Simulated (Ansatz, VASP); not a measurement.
## One calculation of Na2Al2O, two programs

```
CELL_PARAMETERS angstrom
3.01212 0.00000 0.00000
-1.50606 2.60857 0.00000
0.00000 0.00000 11.46399
ATOMIC_POSITIONS crystal
Na 0.66667 0.33333 0.36070
Na 0.33333 0.66667 0.63930
Al 0.66667 0.33333 0.87719
Al 0.33333 0.66667 0.12281
O 0.00000 0.00000 0.00000
```

Change from the starting cell: species swapped into the TbAl2Ge2 type (P-3m1, No. 164).

Alike in both runs: functional PBE; k mesh 6 × 6 × 4; occupations gaussian, width 0.1 eV; no spin polarisation.

Ansatz relaxed the structure, and its values are those at the end. VASP's run is a single point on that final structure, the one shown.

|  | VASP | Ansatz |
| --- | --- | --- |
| version | VASP 6.6.1 | Ansatz 0.2.0 |
| potentials or method | VASP PAW PBE potentials, release 64 (Na_pv, Al, O), cutoff 520 eV | scalar-relativistic, plane waves, PAW |
| valence electrons in the cell | 26 | 30 |

```tsv
	VASP	Ansatz	Ansatz less VASP
gap on the k mesh at the Fermi level (eV)	none	none	-
pressure (GPa)	0.0	0.0	+0.02
rms of the force components (eV/Å)	0.003	0.002	-0.0016
```

A gap of «none» marks a metal or a gap that the smearing closes. The functional is the same, so the differences come from potentials, cutoffs and numerics. VASP's potentials hold 26 valence electrons a cell and Ansatz's 30, so a difference there can come from the potentials and not from the codes.

The k mesh is coarse, so the values compare programs but aren't converged.
